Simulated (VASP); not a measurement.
# TaN (P6/mmm) in VASP: a series of runs

Runs on TaN. Level: LDA. Tasks: electric field gradients.

Everything below comes from runs of VASP 6.6.1. Logs are shortened: lines on timing, memory, paths and dates and some standing lists are left out, and cuts for length are marked.

## Step 1: The cell of the first run

It takes space group P6/mmm (No. 191, hexagonal). Conventional cell: a = 5.185 Å, b = 5.185 Å, c = 2.908 Å, α = 90.00°, β = 90.00°, γ = 120.00°. Ta (site symmetry 6/mmm) has 6 N at 2.59 Å and 14 Ta at 2.91 to 3.33 Å within 3.4 Å. Ta (site symmetry -6m2) has 6 N at 2.09 Å within 2.8 Å. Within 2.8 Å of N (site symmetry mmm) lie 6 Ta at 2.09 to 2.59 Å and 4 N at 2.59 Å.

## Step 2: Electric field gradients, LDA

The input, INCAR:

```
SYSTEM = TaN
PREC = Accurate ; ENCUT = 520
EDIFF = 1E-8 ; ISMEAR = -1
SIGMA = 0.03 ; LREAL = .FALSE.
LASPH = .TRUE. ; NELM = 80
ALGO = Normal ; ISIF = 2
LWAVE = .FALSE. ; LCHARG = .FALSE.
GGA = CA ; LEFG = .TRUE.
NBANDS = 33
```

The input, KPOINTS:

```
regular mesh
0
G
  5 5 8
  0 0 0
```

The input, POSCAR:

```
TaN
1.0
    5.1849992558      0.0000000000      0.0000000000
   -2.5924996279      4.4903410741      0.0000000000
    0.0000000000      0.0000000000      2.9080000000
Ta N
3 3
Direct
    0.0000000000      0.0000000000      0.0000000000
    0.3333333333      0.6666666667      0.5000000000
    0.6666666667      0.3333333333      0.5000000000
    0.5000000000      0.0000000000      0.0000000000
    0.5000000000      0.5000000000      0.0000000000
    0.0000000000      0.5000000000      0.0000000000
```

Potentials or basis: VASP PAW LDA potentials, release 64 (Ta_pv, N).

The run is started by

```bash
cat potpaw_LDA.64/Ta_pv/POTCAR potpaw_LDA.64/N/POTCAR > POTCAR
mpirun -np 1 vasp_std > vasp.out
```

OUTCAR:

```text
SYSTEM = TaN
   PREC = Accurate
   ENCUT = 520
   EDIFF = 1E-8
   ISMEAR = -1
   LREAL = .FALSE.
   LASPH = .TRUE.
   NELM = 80
   ISIF = 2
   GGA = CA

 ion  position               nearest neighbor table
   1  0.000  0.000  0.000-   5 2.59   6 2.59   6 2.59   5 2.59   4 2.59   4 2.59   3 3.33   3 3.33
                             2 3.33   2 3.33   2 3.33   3 3.33   2 3.33   3 3.33   2 3.33   3 3.33
   2  0.333  0.667  0.500-   4 2.09   4 2.09   6 2.09   6 2.09   5 2.09   5 2.09   3 2.99   3 2.99
                             3 2.99   1 3.33   1 3.33   1 3.33   1 3.33   1 3.33   1 3.33
   3  0.667  0.333  0.500-   4 2.09   4 2.09   6 2.09   6 2.09   5 2.09   5 2.09   2 2.99   2 2.99
                             2 2.99   1 3.33   1 3.33   1 3.33   1 3.33   1 3.33   1 3.33
   4  0.500  0.000  0.000-   2 2.09   3 2.09   2 2.09   3 2.09   1 2.59   1 2.59
   5  0.500  0.500  0.000-   2 2.09   3 2.09   2 2.09   3 2.09   1 2.59   1 2.59
   6  0.000  0.500  0.000-   2 2.09   3 2.09   2 2.09   3 2.09   1 2.59   1 2.59

  LATTYP: Found a hexagonal cell.
 ALAT       =     5.1849992558
 C/A-ratio  =     0.5608486822

  Lattice vectors:

 A1 = (   5.1849992558,   0.0000000000,   0.0000000000)
 A2 = (  -2.5924996279,   4.4903410741,   0.0000000000)
 A3 = (   0.0000000000,   0.0000000000,   2.9080000000)

Analysis of symmetry for initial positions (statically):
=====================================================================
 Subroutine PRICEL returns:
 Original cell was already a primitive cell.

 Routine SETGRP: Setting up the symmetry group for a
 hexagonal supercell.

 Subroutine GETGRP returns: Found 24 space group operations
 (whereof 24 operations were pure point group operations)
 out of a pool of 24 trial point group operations.

The static configuration has the point symmetry D_6h.

Analysis of symmetry for dynamics (positions and initial velocities):
=====================================================================
 Subroutine PRICEL returns:
 Original cell was already a primitive cell.

 Routine SETGRP: Setting up the symmetry group for a
 hexagonal supercell.

 Subroutine GETGRP returns: Found 24 space group operations
 (whereof 24 operations were pure point group operations)
 out of a pool of 24 trial point group operations.

The dynamic configuration has the point symmetry D_6h.

 Subroutine INISYM returns: Found 24 space group operations
 (whereof 24 operations are pure point group operations),
 and found     1 'primitive' translations

----------------------------------------------------------------------------------------

                                     Primitive cell

  volume of cell :      67.7053

  direct lattice vectors                    reciprocal lattice vectors
     5.184999256  0.000000000  0.000000000     0.192864059  0.111350116  0.000000000
    -2.592499628  4.490341074  0.000000000     0.000000000  0.222700232  0.000000000
     0.000000000  0.000000000  2.908000000     0.000000000  0.000000000  0.343878955

  length of vectors
     5.184999256  5.184999256  2.908000000     0.222700232  0.222700232  0.343878955

  position of ions in fractional coordinates (direct lattice)
     0.000000000  0.000000000  0.000000000
     0.333333333  0.666666667  0.500000000
     0.666666667  0.333333333  0.500000000
     0.500000000  0.000000000  0.000000000
     0.500000000  0.500000000  0.000000000
     0.000000000  0.500000000  0.000000000

  ion indices of the primitive-cell ions
   primitive index   ion index
                 1           1
                 2           2
                 3           3
                 4           4
                 5           5
                 6           6

----------------------------------------------------------------------------------------

 KPOINTS: regular mesh

Automatic generation of k-mesh.
 Grid dimensions read from file:
 generate k-points for:    5    5    8

[... 54 lines left out ...]
   ISTART =      0    job   : 0-new  1-cont  2-samecut
   ICHARG =      2    charge: 1-file 2-atom 10-const
   ISPIN  =      1    spin polarized calculation?
   LNONCOLLINEAR =      F non collinear calculations
   LSORBIT =      F    spin-orbit coupling
   LASPH  =      T    aspherical Exc in radial PAW
   ENCUT  =  520.0 eV  38.22 Ry    6.18 a.u.   9.64  9.64  5.41*2*pi/ulx,y,z
   NELM   =     80;   NELMIN=  2; NELMDL= -5     # of ELM steps
   EDIFF  = 0.1E-07   stopping-criterion for ELM
   LREAL  =      F    real-space projection
   EDIFFG = 0.1E-06   stopping-criterion for IOM
   NSW    =      0    number of steps for IOM
   IBRION =     -1    ionic relax: 0-MD 1-quasi-New 2-CG
   NFREE  =      0    steps in history (QN), initial steepest desc. (CG)
   ISIF   =      2    stress and relaxation
   ISYM   =      2    0-nonsym 1-usesym 2-fastsym
   POTIM  = 0.5000    time-step for ionic-motion
   TEBEG  =    0.0;   TEEND  =   0.0 temperature during run
   PSTRESS=    0.0 pullay stress
   NELECT =      48.0000    total number of electrons
   NUPDOWN=      -1.0000    fix difference up-down
   EMIN   =  10.00;   EMAX   =-10.00  energy-range for DOS
   EFERMI =   0.00;   METHOD = LEGACY
   ISMEAR =    -1;   SIGMA  =   0.03  broadening in eV -4-tet -1-fermi 0-gaus
   EFERMI_NEDOS =   21; number of points for ismear=-14 and -15
   IALGO  =     38    algorithm
   IMIX   =      4    mixing-type and parameters
     AMIX     =   0.40;   BMIX     =  1.00
     AMIX_MAG =   1.60;   BMIX_MAG =  1.00
  volume/ion in A,a.u.               =      11.28        76.15
  Fermi-wavevector in a.u.,A,eV,Ry     =   1.459759  2.758544 28.992597  2.130896
  Thomas-Fermi vector in A             =   2.576288
   LORBIT       =      0    0 simple, 1 ext, 2 COOP (PROOUT), +10 PAW based schemes
   GGA     = CA    functional components
   LHFCALC =     F    Hartree Fock is set to
   AEXX    =    0.0000 exact exchange contribution
   IVDW    =     0    specifies the selected vdW correction
   LEPSILON=     F    determine dielectric tensor
   LRPA    =     F    only Hartree local field effects (RPA)
 non-spin polarized calculation
  energy-cutoff  :      520.00
  volume of cell :       67.71
 maximum number of plane-waves:      1858
 NGX is ok and might be reduce to    40
   NGX = 19   NGY = 19   NGZ = 11

 number of electron      48.0000007 magnetization

 Free energy of the ion-electron system (eV)
  ---------------------------------------------------
  ext. energy  EPLUGINS =         0.00000000
  ---------------------------------------------------
  free energy    TOTEN  =       -71.34727115 eV

  energy without entropy =      -71.34257924  energy(sigma->0) =      -71.34492519

 E-fermi :   8.0942     XC(G=0): -13.2875

 val. band max:        8.0926992091   @ k =   0.0000   0.0000   0.3750
 cond. band min:       8.1162397561   @ k =   0.2000   0.0000   0.2500
 fundamental gap:      0.0235405470
 Fermi energy:         8.0941951881

 k-point     1 :       0.0000    0.0000    0.0000
  band No.  band energies     occupation
      1     -27.9272      2.00000
      2     -27.9272      2.00000
      3     -27.5275      2.00000
      4     -27.5275      2.00000
      5     -27.3150      2.00000
      6     -27.1826      2.00000
[... 853 lines left out ...]
     32      12.0010      0.00000
     33      13.4643      0.00000

 [... further k-points ...]
[... 5 lines left out ...]
  --------------------------------------------------------------------------------------
  -------------------------------------------------------------------------------------
  Total       -0.9884858     -0.9884858     -1.8279174      0.0000000      0.0000000      0.0000000
  in kB      -23.3915271    -23.3915271    -43.2558371      0.0000000      0.0000000      0.0000000
  external PRESSURE =     -30.0129638 kB  Pullay stress =       0.0000000 kB

 VOLUME and BASIS-vectors are now :
 -----------------------------------------------------------------------------
  energy-cutoff  :      520.00
  volume of cell :       67.71
      direct lattice vectors                 reciprocal lattice vectors
     5.184999256  0.000000000  0.000000000     0.192864059  0.111350116  0.000000000
    -2.592499628  4.490341074  0.000000000     0.000000000  0.222700232  0.000000000
     0.000000000  0.000000000  2.908000000     0.000000000  0.000000000  0.343878955

 POSITION                                       TOTAL-FORCE (eV/Angst)
 -----------------------------------------------------------------------------------
      0.00000      0.00000      0.00000        -0.000000      0.000000      0.000000
     -0.00000      2.99356      1.45400        -0.000000     -0.000000      0.000000
      2.59250      1.49678      1.45400         0.000000      0.000000      0.000000
      2.59250      0.00000      0.00000        -0.000000      0.000000      0.000000
      1.29625      2.24517      0.00000        -0.000000      0.000000      0.000000
     -1.29625      2.24517      0.00000        -0.000000      0.000000      0.000000
 -----------------------------------------------------------------------------------
    total drift:                               -0.000000      0.000000     -0.000000

  FREE ENERGIE OF THE ION-ELECTRON SYSTEM (eV)
  ---------------------------------------------------
  free  energy   TOTEN  =       -71.3472711473 eV

  energy  without entropy=      -71.3425792421  energy(sigma->0) =      -71.34492519

 Electric field gradients (V/A^2)
---------------------------------------------------------------------
 ion       V_xx      V_yy      V_zz      V_xy      V_xz      V_yz
---------------------------------------------------------------------
   1     170.733   170.732  -341.466    -0.001     0.000    -0.000
   2     187.131   187.132  -374.263     0.000     0.000    -0.000
   3     187.131   187.132  -374.263     0.000     0.000    -0.000
   4      33.266   -28.814    -4.452     0.001     0.000     0.000
   5     -13.295    17.747    -4.452    26.883     0.000     0.000
   6     -13.295    17.747    -4.452   -26.881    -0.000    -0.000
---------------------------------------------------------------------

 Electric field gradients after diagonalization (V/A^2)
 (convention: |V_zz| > |V_xx| > |V_yy|)
----------------------------------------------------------------------
 ion       V_xx      V_yy      V_zz     asymmetry (V_yy - V_xx)/ V_zz
----------------------------------------------------------------------
   1     170.734   170.732  -341.466       0.000
   2     187.132   187.131  -374.263       0.000
   3     187.132   187.131  -374.263       0.000
   4     -28.814    -4.452    33.266       0.732
   5     -28.816    -4.452    33.268       0.732
   6     -28.814    -4.452    33.266       0.732
----------------------------------------------------------------------

           NMR quadrupolar parameters

 Cq : quadrupolar parameter    Cq=e*Q*V_zz/h
 eta: asymmetry parameters     (V_yy - V_xx)/ V_zz
 Q  : nuclear electric quadrupole moment in mb (millibarn)
----------------------------------------------------------------------
 ion       Cq(MHz)       eta       Q (mb)
----------------------------------------------------------------------
   1      -0.826       0.000       1.000
   2      -0.905       0.000       1.000
   3      -0.905       0.000       1.000
   4       0.080       0.732       1.000
   5       0.080       0.732       1.000
   6       0.080       0.732       1.000
----------------------------------------------------------------------
```

Run time: 52 s. Hardware: 1 thread of Intel Xeon Platinum 8259CL at 2.50GHz (Skylake/Cascade Lake), shared host; peak memory 0.19 GiB.

Results:

| Quantity | Value |
| --- | --- |
| Free energy | -71.3473 eV |
| Pressure | -3.0 GPa |
| Band gap on the k mesh | zero (band 24 reaches 8.93 eV, above the bottom of band 25 at 6.78 eV) |

Stress tensor (GPa, compression positive):
```
-2.34  0.00  0.00
 0.00 -2.34  0.00
 0.00  0.00 -4.33
```

Electric field gradients, principal values (V/Å²):
```tsv
atom	least	middle	greatest (by size)
1 Ta	170.732	170.734	-341.466
2 Ta	187.131	187.132	-374.263
3 Ta	187.131	187.132	-374.263
4 N	-4.452	-28.814	33.266
5 N	-4.452	-28.816	33.268
6 N	-4.452	-28.814	33.266
```

Caveat: without QUAD_EFG the Cq values of the log hold for a quadrupole moment of 1 mb, not for the nuclei; spin-orbit coupling is left out, which moves the levels of the heavy elements.

(Continued in part 2 of 2.)
